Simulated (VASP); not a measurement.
# SiC (I-4m2) in VASP: notebook, part 2 of 2

VASP 6.6.1. The steps go on from the part before.

**4. Single point, PBE (epitaxial xy strain +3.0%)**

INCAR

```
PREC = Accurate
ENCUT = 520
EDIFF = 1E-6
ISMEAR = -1
SIGMA = 0.02
LREAL = False
LASPH = True
NELM = 60
ALGO = Normal
ISIF = 2
LWAVE = False
LCHARG = True
GGA = PE
LELF = True
LVHAR = True
NBANDS = 11
```

KPOINTS

```
Automatic mesh
0
Gamma
  10 10 10
```

POSCAR

```
SiC
1.0
    0.0000000000      2.2433939153      2.1344433457
    2.2433939153      0.0000000000      2.1344433457
    2.2433939153      2.2433939153      0.0000000000
Si C
1 1
Direct
    0.0000000000      0.0000000000      0.0000000000
    0.2500000000      0.2500000000      0.2500000000
```

Potentials or basis: VASP PAW PBE potentials, release 64 (Si, C).

On the command line:

```bash
> cat potpaw_PBE.64/Si/POTCAR potpaw_PBE.64/C/POTCAR > POTCAR
> mpirun -np 1 vasp_std > vasp.out
```

OUTCAR:

```text
PREC = Accurate
   ENCUT = 520
   EDIFF = 1E-6
   ISMEAR = -1
   LREAL = False
   LASPH = True
   NELM = 60
   ISIF = 2
   GGA = PE

 ion  position               nearest neighbor table
   1  0.000  0.000  0.000-   2 1.91   2 1.91   2 1.91   2 1.91
   2  0.250  0.250  0.250-   1 1.91   1 1.91   1 1.91   1 1.91

  LATTYP: Found a body centered tetragonal cell.
 ALAT       =     3.1726381008
 C/A-ratio  =     1.3455321899

  Lattice vectors:

 A1 = (   0.0000000000,  -2.2433939153,  -2.1344433457)
 A2 = (   0.0000000000,   2.2433939153,  -2.1344433457)
 A3 = (   2.2433939153,   0.0000000000,   2.1344433457)

Analysis of symmetry for initial positions (statically):
=====================================================================
 Subroutine PRICEL returns:
 Original cell was already a primitive cell.

 Routine SETGRP: Setting up the symmetry group for a
 body centered tetragonal supercell.

 Subroutine GETGRP returns: Found  8 space group operations
 (whereof  8 operations were pure point group operations)
 out of a pool of 16 trial point group operations.

The static configuration has the point symmetry D_2d.

Analysis of symmetry for dynamics (positions and initial velocities):
=====================================================================
 Subroutine PRICEL returns:
 Original cell was already a primitive cell.

 Routine SETGRP: Setting up the symmetry group for a
 body centered tetragonal supercell.

 Subroutine GETGRP returns: Found  8 space group operations
 (whereof  8 operations were pure point group operations)
 out of a pool of 16 trial point group operations.

The dynamic configuration has the point symmetry D_2d.

 Subroutine INISYM returns: Found  8 space group operations
 (whereof  8 operations are pure point group operations),
 and found     1 'primitive' translations

----------------------------------------------------------------------------------------

                                     Primitive cell

  volume of cell :      21.4845

  direct lattice vectors                    reciprocal lattice vectors
     0.000000000  2.243393915  2.134443346    -0.222876596  0.222876596  0.234253114
     2.243393915  0.000000000  2.134443346     0.222876596 -0.222876596  0.234253114
     2.243393915  2.243393915  0.000000000     0.222876596  0.222876596 -0.234253114

  length of vectors
     3.096556903  3.096556903  3.172638101     0.392711695  0.392711695  0.392711695

  position of ions in fractional coordinates (direct lattice)
     0.000000000  0.000000000  0.000000000
     0.250000000  0.250000000  0.250000000

  ion indices of the primitive-cell ions
   primitive index   ion index
                 1           1
                 2           2

----------------------------------------------------------------------------------------

 KPOINTS: Automatic mesh

Automatic generation of k-mesh.
 Grid dimensions read from file:
 generate k-points for:   10   10   10

 Generating k-lattice:

  Cartesian coordinates                     Fractional coordinates (reciprocal lattice)
    -0.022287660  0.022287660  0.023425311     0.100000000  0.000000000  0.000000000
     0.022287660 -0.022287660  0.023425311     0.000000000  0.100000000  0.000000000
     0.022287660  0.022287660 -0.023425311     0.000000000  0.000000000  0.100000000

  Length of vectors
     0.039271170  0.039271170  0.039271170

  Shift w.r.t. Gamma in fractional coordinates (k-lattice)
     0.000000000  0.000000000  0.000000000

 Subroutine IBZKPT returns following result:
 ===========================================

 Found    102 irreducible k-points:

 Following reciprocal coordinates:
            Coordinates               Weight
  0.000000  0.000000  0.000000      1.000000
  0.100000  0.000000  0.000000      8.000000
  0.200000  0.000000  0.000000      8.000000
  0.300000  0.000000  0.000000      8.000000
  0.400000  0.000000  0.000000      8.000000
  0.500000  0.000000  0.000000      4.000000
[... 16 lines left out ...]
  0.300000  0.300000  0.000000      2.000000
  0.400000  0.300000  0.000000      8.000000
 [... further k-points ...]
   k-points           NKPTS =    102   k-points in BZ     NKDIM =    102   number of bands    NBANDS=     11
   number of dos      NEDOS =    301   number of ions     NIONS =      2
   total plane-waves  NPLWV =  13824
   dimension x,y,z NGX =    24 NGY =   24 NGZ =   24
   dimension x,y,z NGXF=    48 NGYF=   48 NGZF=   48
   ions per type =               1   1
   NGX,Y,Z   is equivalent  to a cutoff of  12.88, 12.88, 12.58 a.u.
   NGXF,Y,Z  is equivalent  to a cutoff of  25.77, 25.77, 25.15 a.u.
 SYSTEM =  unknown system
   PREC   = accura    normal or accurate (medium, high low for compatibility)
   ISTART =      0    job   : 0-new  1-cont  2-samecut
   ICHARG =      2    charge: 1-file 2-atom 10-const
   ISPIN  =      1    spin polarized calculation?
   LNONCOLLINEAR =      F non collinear calculations
   LSORBIT =      F    spin-orbit coupling
   LASPH  =      T    aspherical Exc in radial PAW
   ENCUT  =  520.0 eV  38.22 Ry    6.18 a.u.   5.76  5.76  5.90*2*pi/ulx,y,z
   NELM   =     60;   NELMIN=  2; NELMDL= -5     # of ELM steps
   EDIFF  = 0.1E-05   stopping-criterion for ELM
   LREAL  =      F    real-space projection
   EDIFFG = 0.1E-04   stopping-criterion for IOM
   NSW    =      0    number of steps for IOM
   IBRION =     -1    ionic relax: 0-MD 1-quasi-New 2-CG
   NFREE  =      0    steps in history (QN), initial steepest desc. (CG)
   ISIF   =      2    stress and relaxation
   ISYM   =      2    0-nonsym 1-usesym 2-fastsym
   POTIM  = 0.5000    time-step for ionic-motion
   TEBEG  =    0.0;   TEEND  =   0.0 temperature during run
   PSTRESS=    0.0 pullay stress
   NELECT =       8.0000    total number of electrons
   NUPDOWN=      -1.0000    fix difference up-down
   EMIN   =  10.00;   EMAX   =-10.00  energy-range for DOS
   EFERMI =   0.00;   METHOD = LEGACY
   ISMEAR =    -1;   SIGMA  =   0.02  broadening in eV -4-tet -1-fermi 0-gaus
   EFERMI_NEDOS =   21; number of points for ismear=-14 and -15
   IALGO  =     38    algorithm
   IMIX   =      4    mixing-type and parameters
     AMIX     =   0.40;   BMIX     =  1.00
     AMIX_MAG =   1.60;   BMIX_MAG =  1.00
  volume/ion in A,a.u.               =      10.74        72.49
  Fermi-wavevector in a.u.,A,eV,Ry     =   1.177777  2.225675 18.873427  1.387158
  Thomas-Fermi vector in A             =   2.314117
   LORBIT       =      0    0 simple, 1 ext, 2 COOP (PROOUT), +10 PAW based schemes
   GGA     = PE    functional components
   LHFCALC =     F    Hartree Fock is set to
   AEXX    =    0.0000 exact exchange contribution
   IVDW    =     0    specifies the selected vdW correction
   LEPSILON=     F    determine dielectric tensor
   LRPA    =     F    only Hartree local field effects (RPA)
 non-spin polarized calculation
  energy-cutoff  :      520.00
  volume of cell :       21.48
 maximum number of plane-waves:       592
   NGX = 11   NGY = 11   NGZ = 11

 number of electron       8.0000001 magnetization

 Free energy of the ion-electron system (eV)
  ---------------------------------------------------
  ext. energy  EPLUGINS =         0.00000000
  ---------------------------------------------------
  free energy    TOTEN  =       -15.02732181 eV

  energy without entropy =      -15.02732181  energy(sigma->0) =      -15.02732181

 E-fermi :   8.2999     XC(G=0): -11.1958

 val. band max:        7.9064524612   @ k =   0.0000   0.0000   0.0000
 cond. band min:       8.8111476664   @ k =   0.5000   0.5000   0.0000
 fundamental gap:      0.9046952052
 Fermi energy:         8.2999422433

 k-point     1 :       0.0000    0.0000    0.0000
  band No.  band energies     occupation
      1      -7.4169      2.00000
      2       7.5970      2.00000
      3       7.5970      2.00000
      4       7.9065      2.00000
      5      13.4741      0.00000
      6      14.6560      0.00000
      7      14.8046      0.00000
      8      14.8046      0.00000
      9      21.2588      0.00000
     10      22.5805      0.00000
     11      23.6035      0.00000
[... 309 lines left out ...]
 k-point    24 :       0.4000    0.3000    0.0000
  band No.  band energies     occupation
      1      -4.2045      2.00000
      2       2.3703      2.00000
      3       4.5080      2.00000
      4       4.8284      2.00000
      5      10.3539      0.00000
      6      12.6924      0.00000
      7      18.9659      0.00000
      8      19.0957      0.00000
      9      21.3811      0.00000
     10      25.1495      0.00000
     11      28.4838      0.00000

 [... further k-points ...]

------------------------ aborting loop because EDIFF is reached ----------------------------------------

  FORCE on cell =-STRESS in cart. coord.  units (eV):
  Direction    XX          YY          ZZ          XY          YZ          ZX
  --------------------------------------------------------------------------------------
  -------------------------------------------------------------------------------------
  Total       -1.1591806     -1.1591806      0.3818217      0.0000000      0.0000000      0.0000000
  in kB      -86.4442274    -86.4442274     28.4738006      0.0000000      0.0000000      0.0000000
  external PRESSURE =     -48.1382181 kB  Pullay stress =       0.0000000 kB

 VOLUME and BASIS-vectors are now :
 -----------------------------------------------------------------------------
  energy-cutoff  :      520.00
  volume of cell :       21.48
      direct lattice vectors                 reciprocal lattice vectors
     0.000000000  2.243393915  2.134443346    -0.222876596  0.222876596  0.234253114
     2.243393915  0.000000000  2.134443346     0.222876596 -0.222876596  0.234253114
     2.243393915  2.243393915  0.000000000     0.222876596  0.222876596 -0.234253114

 POSITION                                       TOTAL-FORCE (eV/Angst)
 -----------------------------------------------------------------------------------
      0.00000      0.00000      0.00000        -0.000000     -0.000000      0.000000
      1.12170      1.12170      1.06722         0.000000      0.000000     -0.000000
 -----------------------------------------------------------------------------------
    total drift:                                0.000000      0.000000     -0.000000

  FREE ENERGIE OF THE ION-ELECTRON SYSTEM (eV)
  ---------------------------------------------------
  free  energy   TOTEN  =       -15.0273218118 eV

  energy  without entropy=      -15.0273218118  energy(sigma->0) =      -15.02732181
```

stdout:

```text
POSCAR found type information on POSCAR SiC
 POSCAR found :  2 types and       2 ions
 scaLAPACK will be used
 LDA part: xc-table for (Slater+PW92), standard interpolation
 POSCAR, INCAR and KPOINTS ok, starting setup
 FFT: planning ... GRIDC
 FFT: planning ... GRID_SOFT
 FFT: planning ... GRID
 WAVECAR not read
 entering main loop
```

Wall time 12 s (1 thread of AMD EPYC 9R45 (Zen 5), shared host); peak memory 0.12 GiB.

Results:

| Property | Result |
| --- | --- |
| Free energy | -15.0273 eV |
| Pressure | -4.8 GPa |
| Band gap on the k mesh | 0.90 eV, indirect (least direct gap 4.44 eV) |

Caveat: the cell differs from its parent crystal (epitaxial xy strain +3.0%).

**5. Single point, PBE (epitaxial xy strain +2.5%)**

INCAR

```
SYSTEM = SiC
ALGO     = Normal         ! electronic algorithm
EDIFF    = 1E-7           ! SCF threshold, eV
ENCUT    = 520            ! plane-wave cutoff, eV
GGA      = PE             ! functional
ISIF     = 2              ! what is computed and relaxed
ISMEAR   = -1             ! smearing method
LASPH    = .TRUE.         ! aspherical terms in the spheres
LCHARG   = .FALSE.        ! write CHGCAR
LREAL    = .FALSE.        ! projectors in reciprocal space
LWAVE    = .FALSE.        ! write WAVECAR
NBANDS   = 11             ! bands
NELM     = 100            ! most SCF steps
PREC     = Accurate       ! precision mode
SIGMA    = 0.02           ! smearing width, eV
```

KPOINTS

```
k-points
0
G
  10 10 10
  0 0 0
```

POSCAR

```
SiC
1.0
    0.0000000000      2.2325036536      2.1419434071
    2.2325036536      0.0000000000      2.1419434071
    2.2325036536      2.2325036536      0.0000000000
Si C
1 1
Direct
    0.0000000000      0.0000000000      0.0000000000
    0.2500000000      0.2500000000      0.2500000000
```

On the command line:

```bash
> cat potpaw_PBE.64/Si/POTCAR potpaw_PBE.64/C/POTCAR > POTCAR
> mpirun -np 1 vasp_std > vasp.out
```

Run time: 12 s. Hardware: 1 thread of AMD EPYC 9R45 (Zen 5), shared host; peak memory 0.12 GiB.

The run converged. Its results:

| Item | Value |
| --- | --- |
| Free energy | -15.0387 eV |
| Pressure | -3.5 GPa |
| Band gap on the k mesh | 0.98 eV, indirect (least direct gap 4.46 eV) |

Stress tensor (GPa, compression positive):
```
-6.79  0.00  0.00
 0.00 -6.79  0.00
 0.00  0.00  2.94
```

Levels at points of the mesh, in eV from the valence-band top:
| k point | band 1 | band 2 | band 3 | band 4 | band 5 | band 6 | band 7 | band 8 |
| --- | --- | --- | --- | --- | --- | --- | --- | --- |
| (0.00, 0.00, 0.00) | -15.34 | -0.26 | -0.26 | 0.00 | 5.68 | 6.84 | 6.96 | 6.96 |
| (0.50, 0.00, 0.00) | -11.88 | -8.54 | -1.46 | -0.99 | 4.85 | 6.63 | 7.35 | 9.73 |
| (0.50, 0.50, 0.00) | -10.26 | -7.54 | -3.58 | -3.58 | 0.98 | 3.56 | 13.38 | 13.38 |
| (0.50, 0.00, 0.50) | -10.57 | -8.04 | -3.18 | -3.12 | 1.34 | 4.28 | 12.92 | 13.93 |

Caveat: the cell differs from its parent crystal (epitaxial xy strain +2.5%). A k mesh can miss the band edges.

**6. Overview**

| cell | k mesh | smearing | gap on the mesh (eV) | pressure (GPa) |
| --- | --- | --- | --- | --- |
| a = 3.097, b = 3.097, c = 3.173 Å, angles 59.2, 59.2, 61.6°, 2 atoms | 6 × 6 × 6 | gaussian 0.01 eV | 0.90 | -4.8 |
| a = 3.094, b = 3.094, c = 3.157 Å, angles 59.3, 59.3, 61.4°, 2 atoms | 6 × 6 × 6 | gaussian 0.01 eV | 0.97 | -3.5 |
| a = 3.097, b = 3.097, c = 3.173 Å, angles 59.2, 59.2, 61.6°, 2 atoms | 10 × 10 × 10 | fermi-dirac 0.02 eV | 0.90 | -4.8 |
| a = 3.094, b = 3.094, c = 3.157 Å, angles 59.3, 59.3, 61.4°, 2 atoms | 10 × 10 × 10 | fermi-dirac 0.02 eV | 0.98 | -3.5 |

Alike in all rows: task single point; level PBE; potentials or basis VASP PAW PBE potentials, release 64 (Si, C); no spin polarisation; cutoff (eV) 520.

Total energies depend on the potentials used, so only differences within one code and one set of settings carry meaning.
